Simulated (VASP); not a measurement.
A run of VASP 6.6.1 is set up as follows.

File INCAR:

```
PREC = Accurate
ENCUT = 520
EDIFF = 1E-6
ISMEAR = -1
SIGMA = 0.03
LREAL = False
LASPH = True
NELM = 100
ALGO = Normal
ISIF = 2
LWAVE = False
LCHARG = False
GGA = PS
NBANDS = 17
```

The input KPOINTS:

```
regular mesh
0
Gamma
  4 4 4
```

POSCAR

```
SnTe
1.0
    0.0000000000      3.1508500000      3.1508500000
    3.1508500000      0.0000000000      3.1508500000
    3.1508500000      3.1508500000      0.0000000000
Te Sn
1 1
Direct
    0.5000000000      0.5000000000      0.5000000000
    0.0000000000      0.0000000000      0.0000000000
```

Potentials or basis: VASP PAW PBE potentials, release 64 (Te, Sn_d).

Command:

```console
$ cat potpaw_PBE.64/Te/POTCAR potpaw_PBE.64/Sn_d/POTCAR > POTCAR
$ mpirun -np 1 vasp_std > vasp.out
```

Problem. What does it give for the band gap on the k mesh?

Solution. 0.14 eV, direct.

Problem. Predict the pressure.

Solution. -1.0 GPa.

Caveat: the k points lie up to 0.43 Å⁻¹ apart; the PAW data sets were made with another functional, which shifts forces and pressure a little; spin-orbit coupling is left out, which moves the levels of the heavy elements. A k mesh can miss the band edges.
